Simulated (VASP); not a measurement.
A run of VASP 6.6.1 is set up as follows.

Contents of INCAR:

```
ALGO = Normal ; EDIFF = 1E-6
ENCUT = 520 ; GGA = PS
ISIF = 2 ; ISMEAR = -1
LASPH = True ; LCHARG = False
LREAL = False ; LWAVE = False
NBANDS = 20 ; NELM = 100
PREC = Accurate ; SIGMA = 0.05
```

Contents of KPOINTS:

```
k-points
0
Gamma
  18 18 10
```

File POSCAR:

```
V
1.0
    2.3530921459      0.0000000000      0.0000000000
   -1.1765460729      2.0378375758      0.0000000000
    0.0000000000      0.0000000000      4.2827265310
V
2
Direct
    0.3333333333      0.6666666667      0.2500000000
    0.6666666667      0.3333333333      0.7500000000
```

Potentials or basis: VASP PAW PBE potentials, release 64 (V_sv).

Launch:

```sh
$ cat potpaw_PBE.64/V_sv/POTCAR > POTCAR
$ mpirun -np 1 vasp_std > vasp.out
```

**Question.** What does it give for the band gap on the k mesh?

**Answer.** Zero (band 13 reaches 16.05 eV, above the bottom of band 14 at 12.89 eV).

**Question.** What does it give for the pressure?

**Answer.** 79.1 GPa.

Stress tensor (GPa, compression positive):
```
79.33  0.00  0.00
 0.00 79.33  0.00
 0.00  0.00 78.67
```

Caveat: the PAW data sets were made with another functional, which shifts forces and pressure a little.
